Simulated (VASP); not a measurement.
Wanted: the native input for a VASP 6.6.1 run.

```
Task                   : single point
Functional             : PBE
Potentials or basis    : VASP PAW PBE potentials, release 64 (O)
Cutoff                 : 520 eV
k mesh                 : 6 × 6 × 4
Occupations            : gaussian, width 0.1 eV
Spin                   : no spin polarisation
Dipole correction      : no
Further INCAR settings : ALGO = Normal; EDIFF = 1e-07; NBANDS = 13
```

The structure of O lies in POSCAR:

```
O
1.0
    1.6975190165     -1.6837559999     -0.0319629417
    1.6975190165      1.6837559999     -0.0319629417
   -1.2790689166      0.0000000000      4.3743567424
O
2
Direct
    0.0558617593      0.0558617593      0.1395114199
    0.9441382407      0.9441382407      0.8604885801
```

These files were run (other wordings do the same):

INCAR

```
  PREC = Accurate
  ENCUT = 520
  EDIFF = 1E-7
  ISMEAR = 0
  SIGMA = 0.1
  LREAL = F
  LASPH = T
  NELM = 80
  ALGO = Normal
  ISIF = 2
  LWAVE = F
  LCHARG = T
  GGA = PE
  LELF = T
  LVHAR = T
  NBANDS = 13
```

KPOINTS

```
regular mesh
0
Gamma
  6 6 4
```

Potentials or basis: VASP PAW PBE potentials, release 64 (O).

Command:

```sh
$ cat potpaw_PBE.64/O/POTCAR > POTCAR
$ mpirun -np 1 vasp_std > vasp.out
```

Results of the run:

| Quantity | Value |
| --- | --- |
| Pressure | 2.9 GPa |
| Largest force | 1.211 eV/Å |
| Band gap on the k mesh | zero (band 6 reaches 1.20 eV, above the bottom of band 7 at -1.24 eV) |

Caveat: the k points lie up to 0.45 Å⁻¹ apart; the standard files for N, O and F lose accuracy on very short bonds; spin is off for a triplet molecule; forces of over 1 eV/Å act on the atoms, so gaps and moduli don't describe the material at rest.

It took 12 s on 1 thread of Intel(R) Xeon(R) Platinum 8488C (Sapphire Rapids), on a shared host, peak memory 0.13 GiB.
